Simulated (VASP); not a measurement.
Here is a VASP 6.6.1 calculation.

INCAR

```
ALGO = Normal ; EDIFF = 1E-7
ENCUT = 520 ; GGA = PE
ISIF = 2 ; ISMEAR = -1
LASPH = True ; LCHARG = False
LREAL = False ; LWAVE = False
NBANDS = 16 ; NELM = 100
PREC = Accurate ; SIGMA = 0.05
```

The input KPOINTS:

```
k-points
0
Gamma
  12 12 12
```

The input POSCAR:

```
BiB
1.0
    0.0000000000      2.6380753196      2.6380753196
    2.6380753196      0.0000000000      2.6380753196
    2.6380753196      2.6380753196      0.0000000000
B Bi
1 1
Direct
    0.0000000000      0.0000000000      0.0000000000
    0.5000000000      0.5000000000      0.5000000000
```

Potentials or basis: VASP PAW PBE potentials, release 64 (B, Bi_d).

Run with:

```sh
$ cat potpaw_PBE.64/B/POTCAR potpaw_PBE.64/Bi_d/POTCAR > POTCAR
$ mpirun -np 1 vasp_std > vasp.out
```

(1) Predict the pressure.

(2) Predict the band gap on the k mesh.

Results:

(1) 0.0 GPa.

(2) zero (band 9 reaches 9.24 eV, above the bottom of band 10 at 5.24 eV).

Caveat: spin-orbit coupling is left out, which moves the levels of the heavy elements.
